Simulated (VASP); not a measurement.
Ge, 2 atoms in the cell. Symmetry: Fd-3m, No. 227, cubic system. The conventional cell has a = 5.658 Å, b = 5.658 Å, c = 5.658 Å, α = 90.00°, β = 90.00°, γ = 90.00°. Within 3.2 Å of Ge (site symmetry -43m) lie 4 Ge at 2.45 Å. 

* Program: VASP 6.6.1
* Task: electric field gradients
* Functional: PBEsol
* Potentials or basis: VASP PAW PBE potentials, release 64 (Ge_d)
* Cutoff: 520 eV
* k mesh: 10 × 10 × 10
* Occupations: fermi-dirac, width 0.05 eV
* Spin: no spin polarisation
* Dipole correction: no
* Further INCAR settings: ALGO = Normal; EDIFF = 1e-08; NBANDS = 21

Potentials or basis: VASP PAW PBE potentials, release 64 (Ge_d).

Command:

```sh
$ cat potpaw_PBE.64/Ge_d/POTCAR > POTCAR
$ mpirun -np 1 vasp_std > vasp.out
```

Hardware: 1 thread of Intel(R) Xeon(R) 6975P-C (Granite Rapids), on a shared host.

Question: How long does it take, and how much memory?

Answer: It took 21 s on 1 thread of Intel(R) Xeon(R) 6975P-C (Granite Rapids), with other jobs on the host, peak memory 0.18 GiB. Counts: scf iterations 15, k points 47.
